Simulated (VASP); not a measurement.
# Rh (Pm-3m) in VASP: further runs, part 2 of 2

VASP 6.6.1. Earlier steps stand in the parts before.

## 6. Single point, LDA (volume scaled by 0.8)

INCAR

```
PREC = Accurate ; ENCUT = 520
EDIFF = 1E-6 ; ISMEAR = -1
SIGMA = 0.08 ; LREAL = False
LASPH = True ; NELM = 100
ALGO = Normal ; ISIF = 2
LWAVE = False ; LCHARG = False
GGA = CA ; NBANDS = 14
```

KPOINTS

```
regular mesh
0
Gamma
  17 17 17
```

POSCAR

```
Rh
1.0
    2.3020508712      0.0000000000      0.0000000000
    0.0000000000      2.3020508712      0.0000000000
    0.0000000000      0.0000000000      2.3020508712
Rh
1
Direct
    0.0000000000      0.0000000000      0.0000000000
```

Potentials or basis: VASP PAW LDA potentials, release 64 (Rh_pv).

Started as:

```sh
> cat potpaw_LDA.64/Rh_pv/POTCAR > POTCAR
> mpirun -np 1 vasp_std > vasp.out
```

OUTCAR:

```text
PREC = Accurate
   ENCUT = 520
   EDIFF = 1E-6
   ISMEAR = -1
   LREAL = False
   LASPH = True
   NELM = 100
   ISIF = 2
   GGA = CA

 ion  position               nearest neighbor table
   1  0.000  0.000  0.000-

  LATTYP: Found a simple cubic cell.
 ALAT       =     2.3020508712

  Lattice vectors:

 A1 = (   2.3020508712,   0.0000000000,   0.0000000000)
 A2 = (   0.0000000000,   2.3020508712,   0.0000000000)
 A3 = (   0.0000000000,   0.0000000000,   2.3020508712)

Analysis of symmetry for initial positions (statically):
=====================================================================
 Subroutine PRICEL returns:
 Original cell was already a primitive cell.

 Routine SETGRP: Setting up the symmetry group for a
 simple cubic supercell.

 Subroutine GETGRP returns: Found 48 space group operations
[... 9 lines left out ...]

 Routine SETGRP: Setting up the symmetry group for a
 simple cubic supercell.

 Subroutine GETGRP returns: Found 48 space group operations
[... 11 lines left out ...]
                                     Primitive cell

  volume of cell :      12.1996

  direct lattice vectors                    reciprocal lattice vectors
     2.302050871  0.000000000  0.000000000     0.434395266  0.000000000  0.000000000
     0.000000000  2.302050871  0.000000000     0.000000000  0.434395266  0.000000000
     0.000000000  0.000000000  2.302050871     0.000000000  0.000000000  0.434395266

  length of vectors
     2.302050871  2.302050871  2.302050871     0.434395266  0.434395266  0.434395266

  position of ions in fractional coordinates (direct lattice)
     0.000000000  0.000000000  0.000000000

  ion indices of the primitive-cell ions
   primitive index   ion index
                 1           1

----------------------------------------------------------------------------------------

 KPOINTS: regular mesh

Automatic generation of k-mesh.
 Grid dimensions read from file:
 generate k-points for:   17   17   17

 Generating k-lattice:

  Cartesian coordinates                     Fractional coordinates (reciprocal lattice)
     0.025552663  0.000000000  0.000000000     0.058823529  0.000000000  0.000000000
     0.000000000  0.025552663  0.000000000     0.000000000  0.058823529  0.000000000
     0.000000000  0.000000000  0.025552663     0.000000000  0.000000000  0.058823529

  Length of vectors
     0.025552663  0.025552663  0.025552663

  Shift w.r.t. Gamma in fractional coordinates (k-lattice)
     0.000000000  0.000000000  0.000000000

 Subroutine IBZKPT returns following result:
 ===========================================

 Found    165 irreducible k-points:

 Following reciprocal coordinates:
            Coordinates               Weight
  0.000000  0.000000  0.000000      1.000000
  0.058824  0.000000  0.000000      6.000000
  0.117647  0.000000  0.000000      6.000000
  0.176471  0.000000  0.000000      6.000000
  0.235294  0.000000  0.000000      6.000000
  0.294118  0.000000  0.000000      6.000000
[... 16 lines left out ...]
  0.411765  0.117647  0.000000     24.000000
  0.470588  0.117647  0.000000     24.000000
 [... further k-points ...]
   k-points           NKPTS =    165   k-points in BZ     NKDIM =    165   number of bands    NBANDS=     14
   number of dos      NEDOS =    301   number of ions     NIONS =      1
   total plane-waves  NPLWV =   5832
   dimension x,y,z NGX =    18 NGY =   18 NGZ =   18
   dimension x,y,z NGXF=    36 NGYF=   36 NGZF=   36
   ions per type =               1
   NGX,Y,Z   is equivalent  to a cutoff of  13.00, 13.00, 13.00 a.u.
   NGXF,Y,Z  is equivalent  to a cutoff of  26.00, 26.00, 26.00 a.u.
 SYSTEM =  unknown system
   PREC   = accura    normal or accurate (medium, high low for compatibility)
   ISTART =      0    job   : 0-new  1-cont  2-samecut
   ICHARG =      2    charge: 1-file 2-atom 10-const
   ISPIN  =      1    spin polarized calculation?
   LNONCOLLINEAR =      F non collinear calculations
   LSORBIT =      F    spin-orbit coupling
   LASPH  =      T    aspherical Exc in radial PAW
   ENCUT  =  520.0 eV  38.22 Ry    6.18 a.u.   4.28  4.28  4.28*2*pi/ulx,y,z
   NELM   =    100;   NELMIN=  2; NELMDL= -5     # of ELM steps
   EDIFF  = 0.1E-05   stopping-criterion for ELM
   LREAL  =      F    real-space projection
   EDIFFG = 0.1E-04   stopping-criterion for IOM
   NSW    =      0    number of steps for IOM
   IBRION =     -1    ionic relax: 0-MD 1-quasi-New 2-CG
   NFREE  =      0    steps in history (QN), initial steepest desc. (CG)
   ISIF   =      2    stress and relaxation
   ISYM   =      2    0-nonsym 1-usesym 2-fastsym
   POTIM  = 0.5000    time-step for ionic-motion
   TEBEG  =    0.0;   TEEND  =   0.0 temperature during run
   PSTRESS=    0.0 pullay stress
   NELECT =      15.0000    total number of electrons
   NUPDOWN=      -1.0000    fix difference up-down
   EMIN   =  10.00;   EMAX   =-10.00  energy-range for DOS
   EFERMI =   0.00;   METHOD = LEGACY
   ISMEAR =    -1;   SIGMA  =   0.08  broadening in eV -4-tet -1-fermi 0-gaus
   EFERMI_NEDOS =   21; number of points for ismear=-14 and -15
   IALGO  =     38    algorithm
   IMIX   =      4    mixing-type and parameters
     AMIX     =   0.40;   BMIX     =  1.00
     AMIX_MAG =   1.60;   BMIX_MAG =  1.00
  volume/ion in A,a.u.               =      12.20        82.33
  Fermi-wavevector in a.u.,A,eV,Ry     =   1.753841  3.314280 41.850975  3.075960
  Thomas-Fermi vector in A             =   2.823898
   LORBIT       =      0    0 simple, 1 ext, 2 COOP (PROOUT), +10 PAW based schemes
   GGA     = CA    functional components
   LHFCALC =     F    Hartree Fock is set to
   AEXX    =    0.0000 exact exchange contribution
   IVDW    =     0    specifies the selected vdW correction
   LEPSILON=     F    determine dielectric tensor
   LRPA    =     F    only Hartree local field effects (RPA)
 non-spin polarized calculation
  energy-cutoff  :      520.00
  volume of cell :       12.20
 maximum number of plane-waves:       341
 NGX is ok and might be reduce to    18
   NGX =  9   NGY =  9   NGZ =  9

 number of electron      15.0000008 magnetization

 Free energy of the ion-electron system (eV)
  ---------------------------------------------------
  ext. energy  EPLUGINS =         0.00000000
  ---------------------------------------------------
  free energy    TOTEN  =        -7.10260812 eV

  energy without entropy =       -7.07877823  energy(sigma->0) =       -7.09069318

 E-fermi :  14.2534     XC(G=0): -14.9571

 val. band max:       14.2501559330   @ k =   0.1765   0.0588   0.0000
 cond. band min:      14.2565928201   @ k =   0.1765   0.0588   0.0588
 fundamental gap:      0.0064368871
 Fermi energy:        14.2533559422

 k-point     1 :       0.0000    0.0000    0.0000
  band No.  band energies     occupation
      1     -31.9933      2.00000
      2     -31.9933      2.00000
      3     -31.9933      2.00000
      4       5.4178      2.00000
      5       6.5768      2.00000
      6       6.5768      2.00000
      7      15.5283      0.00000
      8      15.5283      0.00000
      9      15.5283      0.00000
     10      33.0954      0.00000
     11      33.0954      0.00000
     12      33.0954      0.00000
     13      34.6257      0.00000
     14      42.3922      0.00000

 k-point     2 :       0.0588    0.0000    0.0000
  band No.  band energies     occupation
      1     -32.0568      2.00000
      2     -31.9879      2.00000
      3     -31.9879      2.00000
      4       5.5466      2.00000
      5       6.6062      2.00000
      6       6.7252      2.00000
      7      15.3799      0.00000
      8      15.3799      0.00000
      9      15.5396      0.00000
     10      32.3474      0.00000
     11      33.3410      0.00000
     12      33.3410      0.00000
     13      34.6274      0.00000
     14      41.2296      0.00000
[... 343 lines left out ...]
      1     -33.5882      2.00000
      2     -32.0758      2.00000
      3     -31.8245      2.00000
      4       7.7507      2.00000
      5       8.6892      2.00000
      6      10.3906      2.00000
      7      12.3910      2.00000
      8      14.6560      0.01296
      9      15.3582      0.00000
     10      23.5650      0.00000
     11      32.7183      0.00000
     12      34.6272      0.00000
     13      36.6045      0.00000
     14      40.0736      0.00000

 k-point    24 :       0.4706    0.1176    0.0000
  band No.  band energies     occupation
      1     -33.6961      2.00000
      2     -32.0642      2.00000
      3     -31.8138      2.00000
      4       7.8384      2.00000
      5       8.9561      2.00000
      6      10.1817      2.00000
      7      12.2074      2.00000
      8      15.3001      0.00000
      9      15.3855      0.00000
     10      23.0299      0.00000
     11      32.4112      0.00000
     12      34.6277      0.00000
     13      37.0961      0.00000
     14      38.9329      0.00000

 [... further k-points ...]
[... 5 lines left out ...]
  --------------------------------------------------------------------------------------
  -------------------------------------------------------------------------------------
  Total        6.9172387      6.9172387      6.9172387      0.0000000      0.0000000      0.0000000
  in kB      908.4449053    908.4449053    908.4449053      0.0000000      0.0000000      0.0000000
  external PRESSURE =     908.4449053 kB  Pullay stress =       0.0000000 kB

 VOLUME and BASIS-vectors are now :
 -----------------------------------------------------------------------------
  energy-cutoff  :      520.00
  volume of cell :       12.20
      direct lattice vectors                 reciprocal lattice vectors
     2.302050871  0.000000000  0.000000000     0.434395266  0.000000000  0.000000000
     0.000000000  2.302050871  0.000000000     0.000000000  0.434395266  0.000000000
     0.000000000  0.000000000  2.302050871     0.000000000  0.000000000  0.434395266

 POSITION                                       TOTAL-FORCE (eV/Angst)
 -----------------------------------------------------------------------------------
      0.00000      0.00000      0.00000         0.000000      0.000000      0.000000
 -----------------------------------------------------------------------------------
    total drift:                                0.000000      0.000000      0.000000

  FREE ENERGIE OF THE ION-ELECTRON SYSTEM (eV)
  ---------------------------------------------------
  free  energy   TOTEN  =        -7.1026081246 eV

  energy  without entropy=       -7.0787782314  energy(sigma->0) =       -7.09069318
```

stdout:

```text
POSCAR found type information on POSCAR Rh
 POSCAR found :  1 types and       1 ions
 scaLAPACK will be used
 LDA part: xc-table for (Slater(with rela. corr.)+CA(PZ))
 , standard interpolation
 POSCAR, INCAR and KPOINTS ok, starting setup
 FFT: planning ... GRIDC
 FFT: planning ... GRID_SOFT
 FFT: planning ... GRID
 WAVECAR not read
 entering main loop
```

Run time: 30 s. Hardware: 1 thread of Intel Xeon 8259CL, shared host; peak memory 0.13 GiB.

Results:

| Quantity | Value |
| --- | --- |
| Free energy | -7.1026 eV |
| Pressure | 90.8 GPa |

## 7. The runs side by side

| cell | gap on the mesh (eV) | pressure (GPa) |
| --- | --- | --- |
| a = 2.092 Å, 1 atom | none | 411.8 |
| a = 2.202 Å, 1 atom | none | 199.5 |
| a = 2.302 Å, 1 atom | none | 90.8 |

Alike in all rows: task single point; level LDA; potentials or basis VASP PAW LDA potentials, release 64 (Rh_pv); no spin polarisation; k mesh 17 × 17 × 17; cutoff (eV) 520; smearing fermi-dirac 0.08 eV.

Absolute energies hang on the potentials; compare differences alone.
